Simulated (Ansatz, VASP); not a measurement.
**C: VASP beside Ansatz**

```
CELL_PARAMETERS angstrom
15.00000 0.00000 0.00000
0.00000 15.50000 0.00000
0.00000 0.00000 16.00000
ATOMIC_POSITIONS crystal
C 0.50000 0.50000 0.50000
```

Alike in both runs: task single point; functional PBEsol; k mesh 1 × 1 × 1; occupations gaussian, width 0.005 eV; collinear spin.

|  | VASP | Ansatz |
| --- | --- | --- |
| version | VASP 6.6.1 | Ansatz 0.2.0 |
| potentials or method | VASP PAW PBE potentials, release 64 (C), cutoff 520 eV | scalar-relativistic, plane waves, PAW |
| valence electrons in the cell | 4 | 4 |

Ansatz gave:

```
gap on the k mesh at the Fermi level (eV)                     : 0.36
net moment per atom (μB)                                      : 2.00
size of the moment on the site where the two differ most (μB) : 2.00
```

Problem. Estimate VASP's values.

Solution. gap on the k mesh at the Fermi level (eV): 2.25; net moment per atom (μB): 2.00; size of the moment on the site where the two differ most (μB): 0.98.

VASP's potentials were made for PBE, not for PBEsol. Site moments also hang on the region over which each program counts them.
